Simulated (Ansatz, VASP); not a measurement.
## One calculation of AlCo, two programs

The input INCAR:

```
SYSTEM = AlCo
  PREC = Accurate
  ENCUT = 520
  EDIFF = 1E-6
  ISMEAR = 0
  SIGMA = 0.15
  LREAL = .FALSE.
  LASPH = .TRUE.
  NELM = 80
  ALGO = Fast
  ISIF = 2
  LWAVE = .FALSE.
  LCHARG = .FALSE.
  GGA = PE
  NBANDS = 27
```

Contents of KPOINTS:

```
Automatic mesh
0
G
  21 21 7
  0 0 0
```

POSCAR

```
AlCo
1.0
    0.0000000000     -2.8519024102      0.0000000000
    0.0000000000      0.0000000000     -2.8519024102
    9.5557072306      0.0000000000      0.0000000000
Al Co
3 3
Direct
    1.0000000000      1.0000000000      0.2238227021
    1.0000000000      1.0000000000      0.5222728682
    1.0000000000      1.0000000000      0.8207230343
    0.5000000000      0.5000000000      0.0745976190
    0.5000000000      0.5000000000      0.3730477851
    0.5000000000      0.5000000000      0.6714979512
```

Input for Ansatz:

```yaml
crystal:
  lattice:
    - [0.0, -2.8519024102, 0.0]
    - [0.0, 0.0, -2.8519024102]
    - [9.5557072306, 0.0, 0.0]
  atoms:
    - { symbol: Al, position: [1.0, 1.0, 0.2238227021] }
    - { symbol: Al, position: [1.0, 1.0, 0.5222728682] }
    - { symbol: Al, position: [1.0, 1.0, 0.8207230343] }
    - { symbol: Co, position: [0.5, 0.5, 0.074597619] }
    - { symbol: Co, position: [0.5, 0.5, 0.3730477851] }
    - { symbol: Co, position: [0.5, 0.5, 0.6714979512] }
basis:
  ecutwfc: 420
kpoints:
  mp_grid: { grid: [21, 21, 7] }
hamiltonian:
  xc: pbe
scf:
  occupations: { method: gaussian, width: 0.15 }
output:
  forces: true
  stress: true
  eigenvalues: true
```

Alike in both runs: task single point; functional PBE; k mesh 21 × 21 × 7; occupations gaussian, width 0.15 eV; no spin polarisation.

|  | VASP | Ansatz |
| --- | --- | --- |
| version | VASP 6.6.1 | Ansatz 0.2.0 |
| potentials or method | VASP PAW PBE potentials, release 64 (Al, Co), cutoff 520 eV | scalar-relativistic, plane waves, PAW |
| valence electrons in the cell | 36 | 60 |

VASP gave:

```
gap on the k mesh at the Fermi level (eV)                     : none
pressure (GPa)                                                : -6.7
traceless stress, the component that is largest in VASP (GPa) : -0.65
rms of the force components (eV/Å)                            : 0.464
```

Question: What did Ansatz give for the same quantities?

Answer: gap on the k mesh at the Fermi level (eV): none; pressure (GPa): -6.7; traceless stress, the component that is largest in VASP (GPa): -0.57; rms of the force components (eV/Å): 0.467.

Atom by atom the forces differ by 0.004 eV/Å (rms over components). A gap of «none» marks a metal or a gap that the smearing closes. VASP's potentials hold 36 valence electrons a cell and Ansatz's 60, so a difference there can come from the potentials and not from the codes.
